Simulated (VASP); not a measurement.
# La3N2 (I4/mmm) in VASP: a series of runs

Runs on La3N2. Level: PBE. Tasks: single point.

Everything below comes from runs of VASP 6.6.1. Logs are shortened: lines on timing, memory, paths and dates and some standing lists are left out, and cuts for length are marked.

## (1) The cell of the first run

It takes space group I4/mmm (No. 139, tetragonal). Conventional cell: a = 5.390 Å, b = 5.390 Å, c = 8.334 Å, α = 90.00°, β = 90.00°, γ = 90.00°. Within 3.9 Å of La (site symmetry -4m2) lie 4 N at 2.82 Å and 8 La at 3.41 to 3.81 Å. La (site symmetry 4/mmm) has 2 N at 2.91 Å and 8 La at 3.41 Å within 3.8 Å. N (site symmetry 4mm) has 1 N at 2.52 Å and 5 La at 2.82 to 2.91 Å within 3.3 Å.

The cell was generated, and may not be a known phase.

## (2) Single point, PBE

Contents of INCAR:

```
SYSTEM = La3N2
PREC = Accurate
ENCUT = 520
EDIFF = 1E-6
ISMEAR = 0
SIGMA = 0.1
LREAL = .False.
LASPH = .True.
NELM = 60
ALGO = Normal
ISIF = 2
LWAVE = .False.
LCHARG = .False.
GGA = PE
NBANDS = 30
```

Contents of KPOINTS:

```
Automatic mesh
0
Gamma
  4 4 4
  0 0 0
```

Contents of POSCAR:

```
La3N2
1.0
   -2.6951375500      2.6951375500      4.1668823800
    2.6951375500     -2.6951375500      4.1668823800
    2.6951375500      2.6951375500     -4.1668823800
La N
3 2
Direct
    0.7500000000      0.2500000000      0.5000000000
    0.2500000000      0.7500000000      0.5000000000
    0.5000000000      0.5000000000      0.0000000000
    0.1513075000      0.1513075000      0.0000000000
    0.8486925000      0.8486925000      0.0000000000
```

Potentials or basis: VASP PAW PBE potentials, release 64 (La, N).

Command:

```console
$ cat potpaw_PBE.64/La/POTCAR potpaw_PBE.64/N/POTCAR > POTCAR
$ mpirun -np 1 vasp_std > vasp.out
```

OUTCAR:

```text
SYSTEM = La3N2
   PREC = Accurate
   ENCUT = 520
   EDIFF = 1E-6
   ISMEAR = 0
   LREAL = .False.
   LASPH = .True.
   NELM = 60
   ISIF = 2
   GGA = PE

 ion  position               nearest neighbor table
   1  0.750  0.250  0.500-   3 3.41   3 3.41   3 3.41   3 3.41
   2  0.250  0.750  0.500-   3 3.41   3 3.41   3 3.41   3 3.41
   3  0.500  0.500  0.000-   2 3.41   1 3.41   1 3.41   2 3.41   1 3.41   2 3.41   2 3.41   1 3.41

   4  0.151  0.151  0.000-
   5  0.849  0.849  0.000-

  LATTYP: Found a body centered tetragonal cell.
 ALAT       =     5.3902751000
 C/A-ratio  =     1.5460741067

  Lattice vectors:

 A1 = (  -2.6951375500,   2.6951375500,   4.1668823800)
 A2 = (   2.6951375500,  -2.6951375500,   4.1668823800)
 A3 = (   2.6951375500,   2.6951375500,  -4.1668823800)

Analysis of symmetry for initial positions (statically):
=====================================================================
 Subroutine PRICEL returns:
 Original cell was already a primitive cell.

 Routine SETGRP: Setting up the symmetry group for a
 body centered tetragonal supercell.

 Subroutine GETGRP returns: Found 16 space group operations
 (whereof 16 operations were pure point group operations)
 out of a pool of 16 trial point group operations.

The static configuration has the point symmetry D_4h.

Analysis of symmetry for dynamics (positions and initial velocities):
=====================================================================
 Subroutine PRICEL returns:
 Original cell was already a primitive cell.

 Routine SETGRP: Setting up the symmetry group for a
 body centered tetragonal supercell.

 Subroutine GETGRP returns: Found 16 space group operations
 (whereof 16 operations were pure point group operations)
 out of a pool of 16 trial point group operations.

The dynamic configuration has the point symmetry D_4h.

 Subroutine INISYM returns: Found 16 space group operations
 (whereof 16 operations are pure point group operations),
 and found     1 'primitive' translations

----------------------------------------------------------------------------------------

                                     Primitive cell

  volume of cell :     121.0690

[... 80 lines left out ...]
   ENCUT  =  520.0 eV  38.22 Ry    6.18 a.u.  10.50 10.50 10.50*2*pi/ulx,y,z
   NELM   =     60;   NELMIN=  2; NELMDL= -5     # of ELM steps
   EDIFF  = 0.1E-05   stopping-criterion for ELM
   LREAL  =      F    real-space projection
   EDIFFG = 0.1E-04   stopping-criterion for IOM
   NSW    =      0    number of steps for IOM
   IBRION =     -1    ionic relax: 0-MD 1-quasi-New 2-CG
   NFREE  =      0    steps in history (QN), initial steepest desc. (CG)
   ISIF   =      2    stress and relaxation
   ISYM   =      2    0-nonsym 1-usesym 2-fastsym
   POTIM  = 0.5000    time-step for ionic-motion
   TEBEG  =    0.0;   TEEND  =   0.0 temperature during run
   PSTRESS=    0.0 pullay stress
   NELECT =      43.0000    total number of electrons
   NUPDOWN=      -1.0000    fix difference up-down
   EMIN   =  10.00;   EMAX   =-10.00  energy-range for DOS
   EFERMI =   0.00;   METHOD = LEGACY
   ISMEAR =     0;   SIGMA  =   0.10  broadening in eV -4-tet -1-fermi 0-gaus
   EFERMI_NEDOS =   21; number of points for ismear=-14 and -15
   IALGO  =     38    algorithm
   IMIX   =      4    mixing-type and parameters
     AMIX     =   0.40;   BMIX     =  1.00
     AMIX_MAG =   1.60;   BMIX_MAG =  1.00
  volume/ion in A,a.u.               =      24.21       163.40
  Fermi-wavevector in a.u.,A,eV,Ry     =   1.159364  2.190881 18.287941  1.344126
  Thomas-Fermi vector in A             =   2.295958
   LORBIT       =      0    0 simple, 1 ext, 2 COOP (PROOUT), +10 PAW based schemes
   GGA     = PE    functional components
   LHFCALC =     F    Hartree Fock is set to
   AEXX    =    0.0000 exact exchange contribution
   IVDW    =     0    specifies the selected vdW correction
   LEPSILON=     F    determine dielectric tensor
   LRPA    =     F    only Hartree local field effects (RPA)
 non-spin polarized calculation
 Gauss-broadening in eV      SIGMA  =   0.10
  energy-cutoff  :      520.00
  volume of cell :      121.07
 maximum number of plane-waves:      3295
 NGX is ok and might be reduce to    42
   NGX = 21   NGY = 21   NGZ = 21

 number of electron      42.9999994 magnetization

 Free energy of the ion-electron system (eV)
  ---------------------------------------------------
  ext. energy  EPLUGINS =         0.00000000
  ---------------------------------------------------
  free energy    TOTEN  =       -29.38367140 eV

  energy without entropy =      -29.34148430  energy(sigma->0) =      -29.36257785

 E-fermi :   7.5596     XC(G=0):  -9.9659

 val. band max:        7.5543704966   @ k =   0.5000   0.0000  -0.0000
 cond. band min:       7.5961192939   @ k =   0.5000   0.5000   0.5000
 fundamental gap:      0.0417487973
 Fermi energy:         7.5595514828

 k-point     1 :       0.0000    0.0000    0.0000
  band No.  band energies     occupation
      1     -25.5564      2.00000
      2     -24.7710      2.00000
      3     -24.7398      2.00000
      4      -9.6390      2.00000
      5      -9.5797      2.00000
      6      -9.5797      2.00000
[... 418 lines left out ...]
     29       9.2080      0.00000
     30       9.3333      0.00000

------------------------ aborting loop because EDIFF is reached ----------------------------------------

  FORCE on cell =-STRESS in cart. coord.  units (eV):
  Direction    XX          YY          ZZ          XY          YZ          ZX
  --------------------------------------------------------------------------------------
  -------------------------------------------------------------------------------------
  Total       -7.4855139     -7.4855139     -0.0733517      0.0000000      0.0000000      0.0000000
  in kB      -99.0601768    -99.0601768     -0.9707062      0.0000000      0.0000000      0.0000000
  external PRESSURE =     -66.3636866 kB  Pullay stress =       0.0000000 kB

 VOLUME and BASIS-vectors are now :
 -----------------------------------------------------------------------------
  energy-cutoff  :      520.00
  volume of cell :      121.07
      direct lattice vectors                 reciprocal lattice vectors
    -2.695137550  2.695137550  4.166882380     0.000000000  0.185519288  0.119993788
     2.695137550 -2.695137550  4.166882380     0.185519288  0.000000000  0.119993788
     2.695137550  2.695137550 -4.166882380     0.185519288  0.185519288  0.000000000

 POSITION                                       TOTAL-FORCE (eV/Angst)
 -----------------------------------------------------------------------------------
      0.00000      2.69514      2.08344        -0.000000     -0.000000      0.000000
      2.69514      0.00000      2.08344        -0.000000     -0.000000      0.000000
      0.00000      0.00000      4.16688        -0.000000     -0.000000     -0.000000
      0.00000      0.00000      1.26096         0.000000      0.000000      3.194277
      0.00000      0.00000      7.07280        -0.000000     -0.000000     -3.194277
 -----------------------------------------------------------------------------------
    total drift:                                0.000000      0.000000     -0.000000

  FREE ENERGIE OF THE ION-ELECTRON SYSTEM (eV)
  ---------------------------------------------------
  free  energy   TOTEN  =       -29.3836713958 eV

  energy  without entropy=      -29.3414843017  energy(sigma->0) =      -29.36257785
```

stdout:

```text
POSCAR found type information on POSCAR LaN
 POSCAR found :  2 types and       5 ions
 scaLAPACK will be used
 LDA part: xc-table for (Slater+PW92), standard interpolation
 POSCAR, INCAR and KPOINTS ok, starting setup
 FFT: planning ... GRIDC
 FFT: planning ... GRID_SOFT
 FFT: planning ... GRID
 WAVECAR not read
 entering main loop
```

It took 1.8 min on 1 thread of Intel Xeon Platinum 8488C (Sapphire Rapids), shared host; peak memory 0.27 GiB.

Results:

* Free energy: -29.3837 eV
* Pressure: -6.6 GPa
* Largest force: 3.194 eV/Å
* Band gap on the k mesh: zero (an odd number of electrons rules out a gap without spin polarisation)

Forces on the atoms (eV/Å):
```
La   0.000  0.000  0.000
La   0.000  0.000  0.000
La   0.000  0.000  0.000
N    0.000  0.000  3.194
N    0.000  0.000 -3.194
```

Stress tensor (GPa, compression positive):
```
-9.91  0.00  0.00
 0.00 -9.91  0.00
 0.00  0.00 -0.10
```

Levels at points of the mesh, in eV from the Fermi level:
```csv
k point,band 20,band 21,band 22,band 23,band 24,band 25
"(0.00, 0.00, 0.00)",-0.72,-0.72,-0.01,0.94,1.17,1.17
"(0.50, 0.00, 0.00)",-1.09,-0.23,-0.01,0.12,1.01,1.17
"(0.50, 0.50, 0.00)",-0.17,-0.11,0.18,0.28,0.95,1.11
"(0.50, 0.50, 0.50)",-1.18,-0.21,-0.20,0.04,0.04,0.75
```

Caveat: the stress differs along the axes, from -10 to -0 GPa; spin-orbit coupling is left out, which moves the levels of the heavy elements; forces of over 1 eV/Å act on the atoms, so gaps and moduli don't describe the material at rest.

## (3) Single point, PBE

This run uses another cell than the first one, of 29.57 Å³/atom.

Contents of INCAR:

```
PREC = Accurate
ENCUT = 520
EDIFF = 1E-6
ISMEAR = 0
SIGMA = 0.1
LREAL = False
LASPH = True
NELM = 80
ALGO = Normal
ISIF = 2
LWAVE = False
LCHARG = False
GGA = PE
NBANDS = 30
```

Contents of KPOINTS:

```
regular mesh
0
Gamma
  4 4 4
```

Contents of POSCAR:

```
La3N2
1.0
   -2.4317362335      2.4317362335      6.2514642485
    2.4317362335     -2.4317362335      6.2514642485
    2.4317362335      2.4317362335     -6.2514642485
La N
3 2
Direct
    0.7500000000      0.2500000000      0.5000000000
    0.2500000000      0.7500000000      0.5000000000
    0.5000000000      0.5000000000      0.0000000000
    0.3100748281      0.3100748281      0.0000000000
    0.6899251719      0.6899251719      0.0000000000
```

Potentials or basis: VASP PAW PBE potentials, release 64 (La, N).

Command:

```console
$ cat potpaw_PBE.64/La/POTCAR potpaw_PBE.64/N/POTCAR > POTCAR
$ mpirun -np 1 vasp_std > vasp.out
```

Run time: 3.2 min. Hardware: 1 thread of Intel Xeon Platinum 8488C (Sapphire Rapids), shared host; peak memory 0.42 GiB.

It converged, with:

```
Free energy            : -35.6626 eV
Pressure               : -0.1 GPa
Largest force          : 0.009 eV/Å
Band gap on the k mesh : zero (an odd number of electrons rules out a gap without spin polarisation)
```

Forces on the atoms (eV/Å):
```
La   0.000  0.000  0.000
La   0.000  0.000  0.000
La   0.000  0.000  0.000
N    0.000  0.000 -0.009
N    0.000  0.000  0.009
```

Stress tensor (GPa, compression positive):
```
-0.16  0.00  0.00
 0.00 -0.16  0.00
 0.00  0.00 -0.03
```

Levels at points of the mesh, in eV from the Fermi level:
```
           k point  band 18  band 19  band 20  band 21  band 22  band 23  band 24  band 25  band 26  band 27
(0.00, 0.00, 0.00)    -2.24    -2.06    -1.94    -1.94    -0.64     0.42     1.60     1.69     1.69     1.75
(0.50, 0.00, 0.00)    -2.71    -2.34    -2.07    -0.61    -0.09     0.52     0.98     1.36     1.53     1.76
(0.50, 0.50, 0.00)    -3.12    -3.04    -1.89    -0.61     0.36     0.58     0.77     1.61     1.73     1.88
(0.50, 0.50, 0.50)    -2.22    -1.52    -1.52    -1.17    -0.60    -0.26     0.32     1.58     1.58     1.70
```

Caveat: spin-orbit coupling is left out, which moves the levels of the heavy elements.

## (4) Single point, PBE

This run uses another cell than the first one, of 29.51 Å³/atom.

Contents of INCAR:

```
SYSTEM = La3N2
  PREC = Accurate
  ENCUT = 520
  EDIFF = 1E-6
  ISMEAR = 0
  SIGMA = 0.1
  LREAL = .False.
  LASPH = .True.
  NELM = 60
  ALGO = Normal
  ISIF = 2
  LWAVE = .False.
  LCHARG = .False.
  GGA = PE
  NBANDS = 30
```

Contents of KPOINTS:

```
regular mesh
0
Gamma
  6 6 6
  0 0 0
```

Contents of POSCAR:

```
La3N2
1.0
   -2.4238911328      2.4238911328      6.2788697844
    2.4238911328     -2.4238911328      6.2788697844
    2.4238911328      2.4238911328     -6.2788697844
La N
3 2
Direct
    0.7500000000      0.2500000000      0.5000000000
    0.2500000000      0.7500000000      0.5000000000
    0.5000000000      0.5000000000      0.0000000000
    0.3115190771      0.3115190771      0.0000000000
    0.6884809229      0.6884809229      0.0000000000
```

Potentials or basis: VASP PAW PBE potentials, release 64 (La, N).

Command:

```console
$ cat potpaw_PBE.64/La/POTCAR potpaw_PBE.64/N/POTCAR > POTCAR
$ mpirun -np 1 vasp_std > vasp.out
```

OUTCAR:

```text
SYSTEM = La3N2
   PREC = Accurate
   ENCUT = 520
   EDIFF = 1E-6
   ISMEAR = 0
   LREAL = .False.
   LASPH = .True.
   NELM = 60
   ISIF = 2
   GGA = PE

 ion  position               nearest neighbor table
   1  0.750  0.250  0.500-   4 2.54   5 2.54   4 2.54   5 2.54   2 3.43   2 3.43   2 3.43   2 3.43

   2  0.250  0.750  0.500-   4 2.54   5 2.54   4 2.54   5 2.54   1 3.43   1 3.43   1 3.43   1 3.43

   3  0.500  0.500  0.000-   4 2.37   5 2.37
   4  0.312  0.312  0.000-   3 2.37   2 2.54   1 2.54   2 2.54   1 2.54
   5  0.688  0.688  0.000-   3 2.37   1 2.54   2 2.54   1 2.54   2 2.54

  LATTYP: Found a body centered tetragonal cell.
 ALAT       =     4.8477822656
 C/A-ratio  =     2.5904091563

  Lattice vectors:

 A1 = (  -2.4238911328,   2.4238911328,   6.2788697844)
 A2 = (   2.4238911328,  -2.4238911328,   6.2788697844)
 A3 = (   2.4238911328,   2.4238911328,  -6.2788697844)

Analysis of symmetry for initial positions (statically):
=====================================================================
 Subroutine PRICEL returns:
[... 179 lines left out ...]

 val. band max:        6.0574271559   @ k =  -0.3333   0.5000   0.1667
 cond. band min:       6.1129908689   @ k =  -0.3333  -0.3333   0.1667
 fundamental gap:      0.0555637130
 Fermi energy:         6.0667546746

 k-point     1 :       0.0000    0.0000    0.0000
  band No.  band energies     occupation
      1     -26.7725      2.00000
      2     -26.6320      2.00000
      3     -26.2919      2.00000
      4     -11.6054      2.00000
      5     -11.0361      2.00000
      6     -11.0361      2.00000
[... 781 lines left out ...]
     29       7.9635      0.00000
     30       7.9778      0.00000

 [... further k-points ...]

------------------------ aborting loop because EDIFF is reached ----------------------------------------

  FORCE on cell =-STRESS in cart. coord.  units (eV):
  Direction    XX          YY          ZZ          XY          YZ          ZX
  --------------------------------------------------------------------------------------
  -------------------------------------------------------------------------------------
  Total       -0.1141415     -0.1141415     -0.0699905      0.0000000     -0.0000000      0.0000000
  in kB       -1.2393289     -1.2393289     -0.7599449      0.0000000     -0.0000000      0.0000000
  external PRESSURE =      -1.0795343 kB  Pullay stress =       0.0000000 kB

 VOLUME and BASIS-vectors are now :
 -----------------------------------------------------------------------------
  energy-cutoff  :      520.00
  volume of cell :      147.56
      direct lattice vectors                 reciprocal lattice vectors
    -2.423891133  2.423891133  6.278869784     0.000000000  0.206279892  0.079632166
     2.423891133 -2.423891133  6.278869784     0.206279892  0.000000000  0.079632166
     2.423891133  2.423891133 -6.278869784     0.206279892  0.206279892  0.000000000

 POSITION                                       TOTAL-FORCE (eV/Angst)
 -----------------------------------------------------------------------------------
     -0.00000      2.42389      3.13943         0.000000      0.000000     -0.000000
      2.42389     -0.00000      3.13943         0.000000      0.000000     -0.000000
      0.00000      0.00000      6.27887         0.000000      0.000000     -0.000000
      0.00000      0.00000      3.91198        -0.000000     -0.000000     -0.005201
      0.00000      0.00000      8.64576         0.000000      0.000000      0.005201
 -----------------------------------------------------------------------------------
    total drift:                                0.000000      0.000000     -0.000000

  FREE ENERGIE OF THE ION-ELECTRON SYSTEM (eV)
  ---------------------------------------------------
  free  energy   TOTEN  =       -35.7213990689 eV

  energy  without entropy=      -35.7013890907  energy(sigma->0) =      -35.71139408
```

OSZICAR:

```text
N       E                     dE             d eps       ncg     rms          rms(c)
DAV:   1     0.575875393347E+03    0.57588E+03   -0.15543E+04  1800   0.192E+03
DAV:   2     0.123305067837E+03   -0.45257E+03   -0.43889E+03  2520   0.362E+02
DAV:   3    -0.163533465879E+02   -0.13966E+03   -0.13720E+03  2928   0.205E+02
DAV:   4    -0.429019235057E+02   -0.26549E+02   -0.26077E+02  3472   0.947E+01
DAV:   5    -0.450996566124E+02   -0.21977E+01   -0.21723E+01  3560   0.345E+01    0.154E+01
DAV:   6    -0.357932021096E+02    0.93065E+01   -0.79206E+01  2904   0.409E+01    0.768E+00
DAV:   7    -0.358039421363E+02   -0.10740E-01   -0.11102E+01  3444   0.322E+01    0.389E+00
DAV:   8    -0.357476467776E+02    0.56295E-01   -0.12284E+00  3576   0.772E+00    0.123E+00
DAV:   9    -0.357210591112E+02    0.26588E-01   -0.36615E-01  3544   0.335E+00    0.524E-01
DAV:  10    -0.357213849698E+02   -0.32586E-03   -0.61760E-02  3488   0.166E+00    0.179E-01
DAV:  11    -0.357212603983E+02    0.12457E-03   -0.69032E-03  3408   0.577E-01    0.122E-01
DAV:  12    -0.357214082360E+02   -0.14784E-03   -0.99130E-04  3536   0.254E-01    0.329E-02
DAV:  13    -0.357213931699E+02    0.15066E-04   -0.19463E-04  3536   0.874E-02    0.117E-02
DAV:  14    -0.357213991116E+02   -0.59417E-05   -0.24279E-05  3432   0.400E-02    0.531E-03
DAV:  15    -0.357213990689E+02    0.42704E-07   -0.44262E-06  2376   0.168E-02
   1 F= -.35721399E+02 E0= -.35711394E+02  d E =-.200100E-01
```

stdout:

```text
POSCAR found type information on POSCAR LaN
 POSCAR found :  2 types and       5 ions
 scaLAPACK will be used
 LDA part: xc-table for (Slater+PW92), standard interpolation
 POSCAR, INCAR and KPOINTS ok, starting setup
 FFT: planning ... GRIDC
 FFT: planning ... GRID_SOFT
 FFT: planning ... GRID
 WAVECAR not read
 entering main loop
```

Wall time 5 min (1 thread of Intel Xeon Platinum 8488C (Sapphire Rapids), shared host); peak memory 0.43 GiB.

Results:

```
Free energy            : -35.7214 eV
Pressure               : -0.1 GPa
Largest force          : 0.005 eV/Å
Band gap on the k mesh : zero (an odd number of electrons rules out a gap without spin polarisation)
```

Forces on the atoms (eV/Å):
```
La   0.000  0.000  0.000
La   0.000  0.000  0.000
La   0.000  0.000  0.000
N    0.000  0.000 -0.005
N    0.000  0.000  0.005
```

Levels at points of the mesh, in eV from the Fermi level:
| k point | band 19 | band 20 | band 21 | band 22 | band 23 | band 24 | band 25 | band 26 |
| --- | --- | --- | --- | --- | --- | --- | --- | --- |
| (0.00, 0.00, 0.00) | -2.06 | -1.93 | -1.93 | -0.60 | 0.41 | 1.63 | 1.75 | 1.75 |
| (0.50, 0.00, 0.00) | -2.32 | -2.02 | -0.60 | -0.09 | 0.52 | 1.02 | 1.42 | 1.55 |
| (0.50, 0.50, 0.00) | -2.99 | -1.82 | -0.63 | 0.38 | 0.61 | 0.76 | 1.63 | 1.75 |
| (0.50, 0.50, 0.50) | -1.50 | -1.50 | -1.19 | -0.56 | -0.25 | 0.32 | 1.66 | 1.66 |

Caveat: spin-orbit coupling is left out, which moves the levels of the heavy elements.

## (5) Summary

| cell | k mesh | gap on the mesh (eV) | pressure (GPa) | largest force (eV/Å) |
| --- | --- | --- | --- | --- |
| a = 5.647 Å, angles 123.0, 123.0, 84.9°, 5 atoms, atomic positions A | 4 × 4 × 4 | none | -6.6 | 3.19 |
| a = 7.135 Å, angles 140.1, 140.1, 57.6°, 5 atoms, atomic positions B | 4 × 4 × 4 | none | -0.1 | 0.01 |
| a = 7.154 Å, angles 140.4, 140.4, 57.3°, 5 atoms, atomic positions C | 6 × 6 × 6 | none | -0.1 | 0.01 |

Alike in all rows: task single point; level PBE; potentials or basis VASP PAW PBE potentials, release 64 (La, N); no spin polarisation; cutoff (eV) 520; smearing gaussian 0.1 eV.

Caveats: spin-orbit coupling is left out, which moves the levels of the heavy elements; the stress differs along the axes, from -10 to -0 GPa (at least some runs); forces of over 1 eV/Å act on the atoms, so gaps and moduli don't describe the material at rest (at least some runs).

Absolute energies hang on the potentials; compare differences alone.

The gap in the log of VASP goes by the Fermi energy; the results here count the filled bands.